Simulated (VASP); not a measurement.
# RbCl (Fm-3m) in VASP: further runs

Runs on RbCl. Level: r2SCAN. Tasks: single point.

Program: VASP 6.6.1. These are calculated values, not measurements. Logs are shortened: lines on timing, memory, paths and dates and some standing lists are left out, and cuts for length are marked.

### 1 The cell of the first run

It takes space group Fm-3m (No. 225, cubic). Conventional cell: a = 6.611 Å, b = 6.611 Å, c = 6.611 Å, α = 90.00°, β = 90.00°, γ = 90.00°. Within 4.3 Å of Rb (site symmetry m-3m) lie 6 Cl at 3.31 Å. Within 4.3 Å of Cl (site symmetry m-3m) lie 6 Rb at 3.31 Å.

### 2 Single point, r2SCAN

File POSCAR:

```
RbCl
1.0
    0.0000000000      3.3057264366      3.3057264366
    3.3057264366      0.0000000000      3.3057264366
    3.3057264366      3.3057264366      0.0000000000
Rb Cl
1 1
Direct
    0.0000000000      0.0000000000      0.0000000000
    0.5000000000      0.5000000000      0.5000000000
```

File INCAR.step1:

```
SYSTEM = RbCl
  PREC = Accurate
  ENCUT = 550
  ISMEAR = 0
  SIGMA = 0.01
  LREAL = .FALSE.
  LASPH = .TRUE.
  NELM = 120
  NBANDS = 15
  GGA = PE
  ALGO = Normal
  EDIFF = 1E-5
  LWAVE = .TRUE.
  LCHARG = .FALSE.
  GGA_COMPAT = .FALSE.
```

File INCAR.step2:

```
SYSTEM = RbCl
  PREC = Accurate
  ENCUT = 550
  EDIFF = 1E-6
  ISMEAR = 0
  SIGMA = 0.01
  LREAL = .FALSE.
  LASPH = .TRUE.
  NELM = 120
  ALGO = Normal
  ISIF = 2
  LWAVE = .FALSE.
  LCHARG = .FALSE.
  METAGGA = R2SCAN
  LMIXTAU = .TRUE.
  NBANDS = 15
  ISTART = 1
  GGA_COMPAT = .FALSE.
```

File KPOINTS:

```
Automatic mesh
0
G
  6 6 6
  0 0 0
```

Potentials or basis: VASP PAW PBE potentials, release 64 (Rb_sv, Cl).

Launch:

```
$ cat potpaw_PBE.64/Rb_sv/POTCAR potpaw_PBE.64/Cl/POTCAR > POTCAR
$ cp INCAR.step1 INCAR
$ mpirun -np 1 vasp_std > vasp.out
$ cp INCAR.step2 INCAR
$ mpirun -np 1 vasp_std > vasp.out
```

OUTCAR:

```text
SYSTEM = RbCl
   PREC = Accurate
   ENCUT = 550
   EDIFF = 1E-6
   ISMEAR = 0
   LREAL = .FALSE.
   LASPH = .TRUE.
   NELM = 120
   ISIF = 2
   METAGGA = R2SCAN
   ISTART = 1

 ion  position               nearest neighbor table
   1  0.000  0.000  0.000-   2 3.31   2 3.31   2 3.31   2 3.31   2 3.31   2 3.31
   2  0.500  0.500  0.500-   1 3.31   1 3.31   1 3.31   1 3.31   1 3.31   1 3.31

  LATTYP: Found a face centered cubic cell.
 ALAT       =     6.6114528732

  Lattice vectors:

 A1 = (   0.0000000000,   3.3057264366,   3.3057264366)
 A2 = (   3.3057264366,   0.0000000000,   3.3057264366)
 A3 = (   3.3057264366,   3.3057264366,   0.0000000000)

Analysis of symmetry for initial positions (statically):
=====================================================================
 Subroutine PRICEL returns:
 Original cell was already a primitive cell.

 Routine SETGRP: Setting up the symmetry group for a
 face centered cubic supercell.

 Subroutine GETGRP returns: Found 48 space group operations
 (whereof 48 operations were pure point group operations)
 out of a pool of 48 trial point group operations.

The static configuration has the point symmetry O_h .

Analysis of symmetry for dynamics (positions and initial velocities):
=====================================================================
 Subroutine PRICEL returns:
 Original cell was already a primitive cell.

 Routine SETGRP: Setting up the symmetry group for a
 face centered cubic supercell.

 Subroutine GETGRP returns: Found 48 space group operations
 (whereof 48 operations were pure point group operations)
 out of a pool of 48 trial point group operations.

The dynamic configuration has the point symmetry O_h .

 Subroutine INISYM returns: Found 48 space group operations
 (whereof 48 operations are pure point group operations),
 and found     1 'primitive' translations

----------------------------------------------------------------------------------------

                                     Primitive cell

  volume of cell :      72.2488

  direct lattice vectors                    reciprocal lattice vectors
     0.000000000  3.305726437  3.305726437    -0.151252685  0.151252685  0.151252685
     3.305726437  0.000000000  3.305726437     0.151252685 -0.151252685  0.151252685
     3.305726437  3.305726437  0.000000000     0.151252685  0.151252685 -0.151252685

  length of vectors
     4.675003160  4.675003160  4.675003160     0.261977336  0.261977336  0.261977336

  position of ions in fractional coordinates (direct lattice)
     0.000000000  0.000000000  0.000000000
     0.500000000  0.500000000  0.500000000

  ion indices of the primitive-cell ions
   primitive index   ion index
                 1           1
                 2           2

----------------------------------------------------------------------------------------

 KPOINTS: Automatic mesh

Automatic generation of k-mesh.
 Grid dimensions read from file:
 generate k-points for:    6    6    6

 Generating k-lattice:

  Cartesian coordinates                     Fractional coordinates (reciprocal lattice)
    -0.025208781  0.025208781  0.025208781     0.166666667  0.000000000  0.000000000
     0.025208781 -0.025208781  0.025208781     0.000000000  0.166666667  0.000000000
     0.025208781  0.025208781 -0.025208781     0.000000000  0.000000000  0.166666667

  Length of vectors
     0.043662889  0.043662889  0.043662889

  Shift w.r.t. Gamma in fractional coordinates (k-lattice)
     0.000000000  0.000000000  0.000000000

 Subroutine IBZKPT returns following result:
 ===========================================

 Found     16 irreducible k-points:

 Following reciprocal coordinates:
            Coordinates               Weight
  0.000000  0.000000  0.000000      1.000000
  0.166667  0.000000  0.000000      8.000000
  0.333333  0.000000  0.000000      8.000000
  0.500000  0.000000  0.000000      4.000000
  0.166667  0.166667  0.000000      6.000000
  0.333333  0.166667  0.000000     24.000000
[... 8 lines left out ...]
 -0.333333  0.333333  0.166667     24.000000
 -0.333333  0.500000  0.166667     12.000000
   k-points           NKPTS =     16   k-points in BZ     NKDIM =     16   number of bands    NBANDS=     15
   number of dos      NEDOS =    301   number of ions     NIONS =      2
   total plane-waves  NPLWV =  46656
   dimension x,y,z NGX =    36 NGY =   36 NGZ =   36
   dimension x,y,z NGXF=    72 NGYF=   72 NGZF=   72
   ions per type =               1   1
   NGX,Y,Z   is equivalent  to a cutoff of  12.80, 12.80, 12.80 a.u.
   NGXF,Y,Z  is equivalent  to a cutoff of  25.60, 25.60, 25.60 a.u.
 SYSTEM =  RbCl
   PREC   = accura    normal or accurate (medium, high low for compatibility)
   ISTART =      1    job   : 0-new  1-cont  2-samecut
   ICHARG =      0    charge: 1-file 2-atom 10-const
   ISPIN  =      1    spin polarized calculation?
   LNONCOLLINEAR =      F non collinear calculations
   LSORBIT =      F    spin-orbit coupling
   LASPH  =      T    aspherical Exc in radial PAW
   ENCUT  =  550.0 eV  40.42 Ry    6.36 a.u.   8.94  8.94  8.94*2*pi/ulx,y,z
   NELM   =    120;   NELMIN=  2; NELMDL=  0     # of ELM steps
   EDIFF  = 0.1E-05   stopping-criterion for ELM
   LREAL  =      F    real-space projection
   EDIFFG = 0.1E-04   stopping-criterion for IOM
   NSW    =      0    number of steps for IOM
   IBRION =     -1    ionic relax: 0-MD 1-quasi-New 2-CG
   NFREE  =      0    steps in history (QN), initial steepest desc. (CG)
   ISIF   =      2    stress and relaxation
   ISYM   =      2    0-nonsym 1-usesym 2-fastsym
   POTIM  = 0.5000    time-step for ionic-motion
   TEBEG  =    0.0;   TEEND  =   0.0 temperature during run
   PSTRESS=    0.0 pullay stress
   NELECT =      16.0000    total number of electrons
   NUPDOWN=      -1.0000    fix difference up-down
   EMIN   =  10.00;   EMAX   =-10.00  energy-range for DOS
   EFERMI =   0.00;   METHOD = LEGACY
   ISMEAR =     0;   SIGMA  =   0.01  broadening in eV -4-tet -1-fermi 0-gaus
   EFERMI_NEDOS =   21; number of points for ismear=-14 and -15
   IALGO  =     38    algorithm
   IMIX   =      4    mixing-type and parameters
     AMIX     =   0.40;   BMIX     =  1.00
     AMIX_MAG =   1.60;   BMIX_MAG =  1.00
  volume/ion in A,a.u.               =      36.12       243.78
  Fermi-wavevector in a.u.,A,eV,Ry     =   0.990462  1.871702 13.347525  0.981015
  Thomas-Fermi vector in A             =   2.122134
   LORBIT       =      0    0 simple, 1 ext, 2 COOP (PROOUT), +10 PAW based schemes
   METAGGA = R2SCAN    functional components
   LHFCALC =     F    Hartree Fock is set to
   AEXX    =    0.0000 exact exchange contribution
   IVDW    =     0    specifies the selected vdW correction
   LEPSILON=     F    determine dielectric tensor
   LRPA    =     F    only Hartree local field effects (RPA)
 non-spin polarized calculation
 Gauss-broadening in eV      SIGMA  =   0.01
  energy-cutoff  :      550.00
  volume of cell :       72.25
 maximum number of plane-waves:      2138
   NGX = 17   NGY = 17   NGZ = 17

 number of electron      16.0000002 magnetization

 Free energy of the ion-electron system (eV)
  ---------------------------------------------------
  ext. energy  EPLUGINS =         0.00000000
  ---------------------------------------------------
  free energy    TOTEN  =       -24.38564090 eV

  energy without entropy =      -24.38564090  energy(sigma->0) =      -24.38564090

 E-fermi :  -2.3014     XC(G=0):  -7.7187

 val. band max:       -2.3471351252   @ k =   0.0000   0.0000   0.0000
 cond. band min:       3.2098273891   @ k =   0.0000   0.0000   0.0000
 fundamental gap:      5.5569625143
 Fermi energy:        -2.3014167642

 k-point     1 :       0.0000    0.0000    0.0000
  band No.  band energies     occupation
      1     -27.0181      2.00000
      2     -14.8812      2.00000
      3     -10.5210      2.00000
      4     -10.5210      2.00000
      5     -10.5210      2.00000
      6      -2.3471      2.00000
      7      -2.3471      2.00000
      8      -2.3471      2.00000
      9       3.2098      0.00000
     10       6.2592      0.00000
     11       6.2592      0.00000
     12       6.2592      0.00000
     13       7.4219      0.00000
     14       7.4219      0.00000
     15      10.0079      0.00000

 k-point     2 :       0.1667    0.0000    0.0000
  band No.  band energies     occupation
      1     -27.0143      2.00000
      2     -14.8951      2.00000
      3     -10.5237      2.00000
      4     -10.5237      2.00000
      5     -10.5148      2.00000
      6      -2.5881      2.00000
      7      -2.4315      2.00000
      8      -2.4315      2.00000
      9       3.8177      0.00000
     10       6.0240      0.00000
     11       6.6127      0.00000
     12       6.6127      0.00000
     13       7.8308      0.00000
     14       7.8308      0.00000
     15      11.1475      0.00000

 k-point     3 :       0.3333    0.0000    0.0000
  band No.  band energies     occupation
      1     -27.0066      2.00000
      2     -14.9227      2.00000
      3     -10.5289      2.00000
      4     -10.5289      2.00000
      5     -10.5027      2.00000
      6      -2.9953      2.00000
      7      -2.5918      2.00000
      8      -2.5918      2.00000
      9       5.1191      0.00000
     10       5.9609      0.00000
     11       7.5926      0.00000
     12       7.5926      0.00000
     13       8.8628      0.00000
     14       8.8628      0.00000
     15      11.2830      0.00000
[... 199 lines left out ...]
 k-point    15 :      -0.3333    0.3333    0.1667
  band No.  band energies     occupation
      1     -26.9995      2.00000
      2     -14.8833      2.00000
      3     -10.6519      2.00000
      4     -10.6455      2.00000
      5     -10.5115      2.00000
      6      -2.8676      2.00000
      7      -2.6099      2.00000
      8      -2.6077      2.00000
      9       5.8216      0.00000
     10       5.9020      0.00000
     11       7.9547      0.00000
     12       8.1102      0.00000
     13       9.3806      0.00000
     14      10.1129      0.00000
     15      10.4156      0.00000

 k-point    16 :      -0.3333    0.5000    0.1667
  band No.  band energies     occupation
      1     -26.9984      2.00000
      2     -14.8577      2.00000
      3     -10.7275      2.00000
      4     -10.6535      2.00000
      5     -10.5363      2.00000
      6      -2.6898      2.00000
      7      -2.6363      2.00000
      8      -2.5269      2.00000
      9       5.0275      0.00000
     10       6.6801      0.00000
     11       7.2517      0.00000
     12       8.3494      0.00000
     13       9.3560      0.00000
     14      10.1492      0.00000
     15      10.6085      0.00000

------------------------ aborting loop because EDIFF is reached ----------------------------------------

  FORCE on cell =-STRESS in cart. coord.  units (eV):
  Direction    XX          YY          ZZ          XY          YZ          ZX
  --------------------------------------------------------------------------------------
  -------------------------------------------------------------------------------------
  Total        0.0151222      0.0151222      0.0151222     -0.0000000     -0.0000000      0.0000000
  in kB        0.3353472      0.3353472      0.3353472     -0.0000000     -0.0000000      0.0000000
  external PRESSURE =       0.3353472 kB  Pullay stress =       0.0000000 kB

 VOLUME and BASIS-vectors are now :
 -----------------------------------------------------------------------------
  energy-cutoff  :      550.00
  volume of cell :       72.25
      direct lattice vectors                 reciprocal lattice vectors
     0.000000000  3.305726437  3.305726437    -0.151252685  0.151252685  0.151252685
     3.305726437  0.000000000  3.305726437     0.151252685 -0.151252685  0.151252685
     3.305726437  3.305726437  0.000000000     0.151252685  0.151252685 -0.151252685

 POSITION                                       TOTAL-FORCE (eV/Angst)
 -----------------------------------------------------------------------------------
      0.00000      0.00000      0.00000         0.000000     -0.000000     -0.000000
      3.30573      3.30573      3.30573        -0.000000      0.000000      0.000000
 -----------------------------------------------------------------------------------
    total drift:                                0.000000      0.000000      0.000000

  FREE ENERGIE OF THE ION-ELECTRON SYSTEM (eV)
  ---------------------------------------------------
  free  energy   TOTEN  =       -24.3856408973 eV

  energy  without entropy=      -24.3856408973  energy(sigma->0) =      -24.38564090
```

Run time: 44 s. Hardware: 1 thread of Intel Xeon Platinum 8488C (Sapphire Rapids), shared host; peak memory 0.21 GiB.

Results:

| Item | Value |
| --- | --- |
| Free energy | -24.3856 eV |
| Pressure | 0.0 GPa |
| Band gap on the k mesh | 5.56 eV |

Caveat: the PAW data sets were made with another functional, which shifts forces and pressure a little.

### 3 Single point, r2SCAN (37.21 Å³/atom)

This run uses another cell than the first one, of 37.21 Å³/atom.

File POSCAR:

```
RbCl
1.0
    0.0000000000      3.3384585301      3.3384585301
    3.3384585301      0.0000000000      3.3384585301
    3.3384585301      3.3384585301      0.0000000000
Rb Cl
1 1
Direct
    0.0000000000      0.0000000000      0.0000000000
    0.5000000000      0.5000000000      0.5000000000
```

File INCAR.step1:

```
PREC = Accurate
ENCUT = 550
ISMEAR = 0
SIGMA = 0.01
LREAL = False
LASPH = True
NELM = 120
NBANDS = 15
GGA = PE
ALGO = Normal
EDIFF = 1E-5
LWAVE = True
LCHARG = False
GGA_COMPAT = False
```

File INCAR.step2:

```
PREC = Accurate
ENCUT = 550
EDIFF = 1E-6
ISMEAR = 0
SIGMA = 0.01
LREAL = False
LASPH = True
NELM = 120
ALGO = Normal
ISIF = 2
LWAVE = False
LCHARG = True
METAGGA = R2SCAN
LMIXTAU = True
LELF = True
LVHAR = True
NBANDS = 15
ISTART = 1
GGA_COMPAT = False
```

File KPOINTS:

```
Automatic mesh
0
Gamma
  6 6 6
```

Potentials or basis: VASP PAW PBE potentials, release 64 (Rb_sv, Cl).

Launch:

```
$ cat potpaw_PBE.64/Rb_sv/POTCAR potpaw_PBE.64/Cl/POTCAR > POTCAR
$ cp INCAR.step1 INCAR
$ mpirun -np 1 vasp_std > vasp.out
$ cp INCAR.step2 INCAR
$ mpirun -np 1 vasp_std > vasp.out
```

Run time: 43 s. Hardware: 1 thread of Intel Xeon Platinum 8488C (Sapphire Rapids), shared host; peak memory 0.21 GiB.

The run converged. Its results:

```yaml
Free_energy: -24.3831 eV
Pressure: -0.4 GPa
Band_gap_on_the_k_mesh: 5.46 eV
```

Levels at points of the mesh, in eV from the valence-band top:
| k point | band 5 | band 6 | band 7 | band 8 | band 9 | band 10 | band 11 | band 12 |
| --- | --- | --- | --- | --- | --- | --- | --- | --- |
| (0.00, 0.00, 0.00) | -8.25 | 0.00 | 0.00 | 0.00 | 5.46 | 8.59 | 8.59 | 8.59 |
| (0.50, 0.00, 0.00) | -8.23 | -0.78 | -0.30 | -0.30 | 8.08 | 8.38 | 10.75 | 10.75 |
| (0.50, 0.50, 0.00) | -8.33 | -0.33 | -0.10 | -0.10 | 6.69 | 8.71 | 9.97 | 10.85 |

Caveat: the PAW data sets were made with another functional, which shifts forces and pressure a little. r2SCAN opens gaps a little over a GGA but as a rule still falls short of measured ones.

### 4 Single point, r2SCAN (38.29 Å³/atom)

This run uses another cell than the first one, of 38.29 Å³/atom.

File POSCAR:

```
RbCl
1.0
    0.0000000000      3.3705610622      3.3705610622
    3.3705610622      0.0000000000      3.3705610622
    3.3705610622      3.3705610622      0.0000000000
Rb Cl
1 1
Direct
    0.0000000000      0.0000000000      0.0000000000
    0.5000000000      0.5000000000      0.5000000000
```

File INCAR.step1:

```
SYSTEM = RbCl
PREC = Accurate ; ENCUT = 550
ISMEAR = 0 ; SIGMA = 0.01
LREAL = .FALSE. ; LASPH = .TRUE.
NELM = 120 ; NBANDS = 15
GGA = PE ; ALGO = Normal
EDIFF = 1E-5 ; LWAVE = .TRUE.
LCHARG = .FALSE. ; GGA_COMPAT = .FALSE.
```

File INCAR.step2:

```
SYSTEM = RbCl
PREC = Accurate ; ENCUT = 550
EDIFF = 1E-6 ; ISMEAR = 0
SIGMA = 0.01 ; LREAL = .FALSE.
LASPH = .TRUE. ; NELM = 120
ALGO = Normal ; ISIF = 2
LWAVE = .FALSE. ; LCHARG = .FALSE.
METAGGA = R2SCAN ; LMIXTAU = .TRUE.
NBANDS = 15 ; ISTART = 1
GGA_COMPAT = .FALSE.
```

File KPOINTS:

```
regular mesh
0
G
  6 6 6
  0 0 0
```

Launch:

```
$ cat potpaw_PBE.64/Rb_sv/POTCAR potpaw_PBE.64/Cl/POTCAR > POTCAR
$ cp INCAR.step1 INCAR
$ mpirun -np 1 vasp_std > vasp.out
$ cp INCAR.step2 INCAR
$ mpirun -np 1 vasp_std > vasp.out
```

Run time: 41 s. Hardware: 1 thread of Intel Xeon Platinum 8488C (Sapphire Rapids), shared host; peak memory 0.21 GiB.

It converged, with:

| Property | Result |
| --- | --- |
| Free energy | -24.3749 eV |
| Pressure | -0.8 GPa |
| Band gap on the k mesh | 5.38 eV |

Levels at points of the mesh, in eV from the valence-band top:
```tsv
k point	band 4	band 5	band 6	band 7	band 8	band 9	band 10	band 11	band 12	band 13
(0.00, 0.00, 0.00)	-8.32	-8.32	0.00	0.00	0.00	5.38	8.57	8.57	8.57	9.69
(0.50, 0.00, 0.00)	-8.33	-8.31	-0.74	-0.28	-0.28	7.98	8.27	10.65	10.65	11.82
(0.50, 0.50, 0.00)	-8.40	-8.40	-0.33	-0.11	-0.11	6.71	8.58	9.81	10.78	11.02
```

Caveat: the PAW data sets were made with another functional, which shifts forces and pressure a little.

### 5 The runs side by side

| cell | gap on the mesh (eV) | pressure (GPa) |
| --- | --- | --- |
| a = 4.675 Å, angles 60.0°, 2 atoms | 5.56 | 0.0 |
| a = 4.721 Å, angles 60.0°, 2 atoms | 5.46 | -0.4 |
| a = 4.767 Å, angles 60.0°, 2 atoms | 5.38 | -0.8 |

Alike in all rows: task single point; level r2SCAN; potentials or basis VASP PAW PBE potentials, release 64 (Rb_sv, Cl); no spin polarisation; k mesh 6 × 6 × 6; cutoff (eV) 550; smearing gaussian 0.01 eV.

Caveats: the PAW data sets were made with another functional, which shifts forces and pressure a little.

Total energies depend on the potentials used, so only differences within one code and one set of settings carry meaning.
